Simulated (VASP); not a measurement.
# Sb (P6/mmm) in VASP: further runs

Runs on Sb. Level: PBE. Tasks: relaxation of cell and atoms.

Everything below comes from runs of VASP 6.6.1. Logs are shortened: lines on timing, memory, paths and dates and some standing lists are left out, and cuts for length are marked.

## Step 1: The cell of the first run

Symmetry: P6/mmm, No. 191, hexagonal system. The conventional cell has a = 3.287 Å, b = 3.287 Å, c = 3.082 Å, α = 90.00°, β = 90.00°, γ = 120.00°. Sb (site symmetry 6/mmm) has 8 Sb at 3.08 to 3.29 Å within 4.1 Å.

## Step 2: Relaxation of cell and atoms, PBE

INCAR

```
ALGO = Normal
EDIFF = 1E-6
EDIFFG = -0.01
ENCUT = 600
GGA = PE
IBRION = 2
ISIF = 3
ISMEAR = 0
LASPH = T
LCHARG = F
LREAL = F
LWAVE = F
NELM = 100
NSW = 100
PREC = Accurate
SIGMA = 0.1
```

KPOINTS

```
k-points
0
Gamma
  18 18 18
```

POSCAR

```
Sb
1.0
    3.2874606856      0.0000000000      0.0000000000
   -1.6437303428      2.8470244676      0.0000000000
    0.0000000000      0.0000000000      3.0818028070
Sb
1
Direct
    0.0000000000      0.0000000000      0.5000000000
```

Potentials or basis: VASP PAW PBE potentials, release 64 (Sb).

Started as:

```sh
> cat potpaw_PBE.64/Sb/POTCAR > POTCAR
> mpirun -np 1 vasp_std > vasp.out
```

OUTCAR:

```text
EDIFF = 1E-6
   EDIFFG = -0.01
   ENCUT = 600
   GGA = PE
   IBRION = 2
   ISIF = 3
   ISMEAR = 0
   LASPH = T
   LREAL = F
   NELM = 100
   NSW = 100
   PREC = Accurate

 ion  position               nearest neighbor table
   1  0.000  0.000  0.500-

  LATTYP: Found a hexagonal cell.
 ALAT       =     3.2874606856
 C/A-ratio  =     0.9374417223

  Lattice vectors:

 A1 = (   3.2874606856,   0.0000000000,   0.0000000000)
 A2 = (  -1.6437303428,   2.8470244676,   0.0000000000)
 A3 = (   0.0000000000,   0.0000000000,   3.0818028070)

Analysis of symmetry for initial positions (statically):
=====================================================================
 Subroutine PRICEL returns:
 Original cell was already a primitive cell.

 Routine SETGRP: Setting up the symmetry group for a
 hexagonal supercell.

 Subroutine GETGRP returns: Found 24 space group operations
 (whereof 24 operations were pure point group operations)
 out of a pool of 24 trial point group operations.

The static configuration has the point symmetry D_6h.

Analysis of symmetry for dynamics (positions and initial velocities):
=====================================================================
 Subroutine PRICEL returns:
 Original cell was already a primitive cell.

 Routine SETGRP: Setting up the symmetry group for a
 hexagonal supercell.

 Subroutine GETGRP returns: Found 24 space group operations
 (whereof 24 operations were pure point group operations)
 out of a pool of 24 trial point group operations.

The dynamic configuration has the point symmetry D_6h.

 Subroutine INISYM returns: Found 24 space group operations
 (whereof 24 operations are pure point group operations),
 and found     1 'primitive' translations

----------------------------------------------------------------------------------------

                                     Primitive cell

  volume of cell :      28.8441

  direct lattice vectors                    reciprocal lattice vectors
     3.287460686  0.000000000  0.000000000     0.304186147  0.175621954  0.000000000
    -1.643730343  2.847024468  0.000000000     0.000000000  0.351243908  0.000000000
     0.000000000  0.000000000  3.081802807     0.000000000  0.000000000  0.324485395

  length of vectors
     3.287460686  3.287460686  3.081802807     0.351243908  0.351243908  0.324485395

  position of ions in fractional coordinates (direct lattice)
     0.000000000  0.000000000  0.500000000

  ion indices of the primitive-cell ions
   primitive index   ion index
                 1           1

----------------------------------------------------------------------------------------

 KPOINTS: k-points

Automatic generation of k-mesh.
 Grid dimensions read from file:
 generate k-points for:   18   18   18

 Generating k-lattice:

  Cartesian coordinates                     Fractional coordinates (reciprocal lattice)
     0.016899230  0.009756775  0.000000000     0.055555556  0.000000000  0.000000000
     0.000000000  0.019513550  0.000000000     0.000000000  0.055555556  0.000000000
     0.000000000  0.000000000  0.018026966     0.000000000  0.000000000  0.055555556

  Length of vectors
     0.019513550  0.019513550  0.018026966

  Shift w.r.t. Gamma in fractional coordinates (k-lattice)
     0.000000000  0.000000000  0.000000000

 Subroutine IBZKPT returns following result:
 ===========================================

 Found    370 irreducible k-points:

 Following reciprocal coordinates:
            Coordinates               Weight
  0.000000  0.000000  0.000000      1.000000
  0.055556 -0.000000  0.000000      6.000000
  0.111111 -0.000000  0.000000      6.000000
  0.166667 -0.000000  0.000000      6.000000
  0.222222 -0.000000  0.000000      6.000000
  0.277778 -0.000000  0.000000      6.000000
[... 16 lines left out ...]
  0.333333  0.111111  0.000000     12.000000
  0.388889  0.111111  0.000000     12.000000
 [... further k-points ...]
   k-points           NKPTS =    370   k-points in BZ     NKDIM =    370   number of bands    NBANDS=      6
   number of dos      NEDOS =    301   number of ions     NIONS =      1
   total plane-waves  NPLWV =  21952
   dimension x,y,z NGX =    28 NGY =   28 NGZ =   28
   dimension x,y,z NGXF=    56 NGYF=   56 NGZF=   56
   ions per type =               1
   NGX,Y,Z   is equivalent  to a cutoff of  14.16, 14.16, 15.10 a.u.
   NGXF,Y,Z  is equivalent  to a cutoff of  28.32, 28.32, 30.21 a.u.
 SYSTEM =  unknown system
   PREC   = accura    normal or accurate (medium, high low for compatibility)
   ISTART =      0    job   : 0-new  1-cont  2-samecut
   ICHARG =      2    charge: 1-file 2-atom 10-const
   ISPIN  =      1    spin polarized calculation?
   LNONCOLLINEAR =      F non collinear calculations
   LSORBIT =      F    spin-orbit coupling
   LASPH  =      T    aspherical Exc in radial PAW
   ENCUT  =  600.0 eV  44.10 Ry    6.64 a.u.   6.57  6.57  6.16*2*pi/ulx,y,z
   NELM   =    100;   NELMIN=  2; NELMDL= -5     # of ELM steps
   EDIFF  = 0.1E-05   stopping-criterion for ELM
   LREAL  =      F    real-space projection
   EDIFFG = -.1E-01   stopping-criterion for IOM
   NSW    =    100    number of steps for IOM
   IBRION =      2    ionic relax: 0-MD 1-quasi-New 2-CG
   NFREE  =      1    steps in history (QN), initial steepest desc. (CG)
   ISIF   =      3    stress and relaxation
   ISYM   =      2    0-nonsym 1-usesym 2-fastsym
   POTIM  = 0.5000    time-step for ionic-motion
   TEBEG  =    0.0;   TEEND  =   0.0 temperature during run
   PSTRESS=    0.0 pullay stress
   NELECT =       5.0000    total number of electrons
   NUPDOWN=      -1.0000    fix difference up-down
   EMIN   =  10.00;   EMAX   =-10.00  energy-range for DOS
   EFERMI =   0.00;   METHOD = LEGACY
   ISMEAR =     0;   SIGMA  =   0.10  broadening in eV -4-tet -1-fermi 0-gaus
   EFERMI_NEDOS =   21; number of points for ismear=-14 and -15
   IALGO  =     38    algorithm
   IMIX   =      4    mixing-type and parameters
     AMIX     =   0.40;   BMIX     =  1.00
     AMIX_MAG =   1.60;   BMIX_MAG =  1.00
  volume/ion in A,a.u.               =      28.84       194.65
  Fermi-wavevector in a.u.,A,eV,Ry     =   0.912808  1.724956 11.336618  0.833218
  Thomas-Fermi vector in A             =   2.037246
   LORBIT       =      0    0 simple, 1 ext, 2 COOP (PROOUT), +10 PAW based schemes
   GGA     = PE    functional components
   LHFCALC =     F    Hartree Fock is set to
   AEXX    =    0.0000 exact exchange contribution
   IVDW    =     0    specifies the selected vdW correction
   LEPSILON=     F    determine dielectric tensor
   LRPA    =     F    only Hartree local field effects (RPA)
 conjugate gradient relaxation of ions
 non-spin polarized calculation
 Gauss-broadening in eV      SIGMA  =   0.10
  energy-cutoff  :      600.00
  volume of cell :       28.84
 maximum number of plane-waves:       987
 NGX is ok and might be reduce to    28
   NGX = 13   NGY = 13   NGZ = 13

--------------------------------------- Ionic step        1  -------------------------------------------

 number of electron       5.0000000 magnetization

 Free energy of the ion-electron system (eV)
  ---------------------------------------------------
  ext. energy  EPLUGINS =         0.00000000
  ---------------------------------------------------
  free energy    TOTEN  =        -3.98848303 eV

  energy without entropy =       -3.98567984  energy(sigma->0) =       -3.98708143

------------------------ aborting loop because EDIFF is reached ----------------------------------------

  FORCE on cell =-STRESS in cart. coord.  units (eV):
  Direction    XX          YY          ZZ          XY          YZ          ZX
  --------------------------------------------------------------------------------------
  -------------------------------------------------------------------------------------
  Total        0.0070541      0.0070541      0.2607330      0.0000000      0.0000000      0.0000000
  in kB        0.3918273      0.3918273     14.4827149      0.0000000      0.0000000      0.0000000
  external PRESSURE =       5.0887898 kB  Pullay stress =       0.0000000 kB
[... 90 lines left out ...]
  energy  without entropy=       -3.9866920729  energy(sigma->0) =       -3.98835729

--------------------------------------- Ionic step        4  -------------------------------------------

 number of electron       5.0000000 magnetization

 Free energy of the ion-electron system (eV)
  ---------------------------------------------------
  ext. energy  EPLUGINS =         0.00000000
  ---------------------------------------------------
  free energy    TOTEN  =        -3.99017275 eV

  energy without entropy =       -3.98684033  energy(sigma->0) =       -3.98850654

 E-fermi :   7.5227     XC(G=0):  -9.8067

 val. band max:        7.5136436199   @ k =   0.1667   0.1667   0.3333
 cond. band min:       7.5306961726   @ k =   0.4444   0.1111   0.0556
 fundamental gap:      0.0170525527
 Fermi energy:         7.5226772867

 k-point     1 :       0.0000    0.0000    0.0000
  band No.  band energies     occupation
      1      -4.9853      2.00000
      2      10.4659      0.00000
      3      11.9919      0.00000
      4      11.9919      0.00000
      5      14.2410      0.00000
      6      17.1813      0.00000

 k-point     2 :       0.0556   -0.0000    0.0000
  band No.  band energies     occupation
      1      -4.9297      2.00000
      2      10.5211      0.00000
      3      11.4156      0.00000
      4      11.8334      0.00000
      5      14.3504      0.00000
      6      16.6211      0.00000
[... 190 lines left out ...]
 k-point    24 :       0.3889    0.1111    0.0000
  band No.  band energies     occupation
      1      -1.8317      2.00000
      2       2.5359      2.00000
      3       7.5561      0.63640
      4      13.1370      0.00000
      5      14.8431      0.00000
      6      17.7084      0.00000

 [... further k-points ...]
[... 5 lines left out ...]
  --------------------------------------------------------------------------------------
  -------------------------------------------------------------------------------------
  Total        0.0095261      0.0095261     -0.0018013      0.0000000     -0.0000000     -0.0000000
  in kB        0.5245363      0.5245363     -0.0991828      0.0000000     -0.0000000     -0.0000000
  external PRESSURE =       0.3166299 kB  Pullay stress =       0.0000000 kB
[... 16 lines left out ...]
  FREE ENERGIE OF THE ION-ELECTRON SYSTEM (eV)
  ---------------------------------------------------
  free  energy   TOTEN  =        -3.9901727478 eV

  energy  without entropy=       -3.9868403304  energy(sigma->0) =       -3.98850654

 reached required accuracy - stopping structural energy minimisation
```

Wall time 61 s (1 thread of Intel Xeon 6975P-C (Granite Rapids), shared host); peak memory 0.23 GiB.

Results:

* Free energy: -3.9902 eV
* Relaxed volume: 29.10 Å³/atom
* Relaxed cell: a = 3.279 Å, b = 3.279 Å, c = 3.125 Å, α = 90.00°, β = 90.00°, γ = 120.00°
* Space group after relaxing (to 0.05 Å): P6/mmm (No. 191)
* Energy gained by relaxing: 1.7 meV/atom
* Ionic steps: 4
* Pressure after relaxing: 0.0 GPa

The path:
```
step  energy change (eV)  largest force (eV/Å)  pressure (GPa)  volume (Å³)
   1              0.0000                0.0000            0.51        28.84
   2             -0.0015                0.0000           -0.22        29.23
   3             -0.0015                0.0000           -0.22        29.22
   4             -0.0017                0.0000            0.03        29.10
```

Final structure:
```yaml
crystal:
  lattice:
    - [3.27906, 0.00000, 0.00000]
    - [-1.63953, 2.83975, 0.00000]
    - [0.00000, 0.00000, 3.12479]
  atoms:
    - { symbol: Sb, position: [0.00000, 0.00000, 0.50000] }
```

Levels at points of the mesh, in eV from the Fermi level:
| k point | band 1 | band 2 | band 3 | band 4 | band 5 |
| --- | --- | --- | --- | --- | --- |
| (0.00, 0.00, 0.00) | -12.51 | 2.94 | 4.47 | 4.47 | 6.72 |
| (0.50, 0.00, 0.00) | -9.25 | -5.50 | 1.47 | 5.50 | 5.64 |
| (0.00, 0.00, 0.50) | -10.19 | -5.69 | 6.40 | 6.40 | 11.41 |
| (0.50, 0.00, 0.50) | -6.71 | -3.56 | -2.96 | 2.35 | 3.35 |

Caveat: spin-orbit coupling is left out, which moves the levels of the heavy elements.

(Part 1 of 2 ends here.)
